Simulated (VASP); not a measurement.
Cl, 12 atoms in the cell. The cell holds an amorphous packing of atoms, 12 atoms: a = 7.663 Å, b = 7.663 Å, c = 7.663 Å, α = 90.00°, β = 90.00°, γ = 90.00°. 

```yaml
Program: VASP 6.6.1
Task: single point
Functional: r2SCAN
Dispersion: D3(BJ)
Potentials_or_basis: VASP PAW PBE potentials, release 64 (Cl)
Cutoff: 520 eV
k_mesh: 1 × 1 × 1
Occupations: fermi-dirac, width 0.02 eV
Spin: no spin polarisation
Dipole_correction: no
Further_INCAR_settings: ALGO = Normal; EDIFF = 1e-07; NBANDS = 54
```

Potentials or basis: VASP PAW PBE potentials, release 64 (Cl).

Command:

```console
$ cat potpaw_PBE.64/Cl/POTCAR > POTCAR
$ cp INCAR.step1 INCAR
$ mpirun -np 1 vasp_gam > vasp.out
$ cp INCAR.step2 INCAR
$ mpirun -np 1 vasp_gam > vasp.out
```

Hardware: 1 thread of AMD EPYC 9R45 (Zen 5), with other jobs on the host.

Question: Estimate the wall time of this run.

Answer: It took 89 s on 1 thread of AMD EPYC 9R45 (Zen 5) (shared host), peak memory 0.46 GiB. Counts: k points 1.
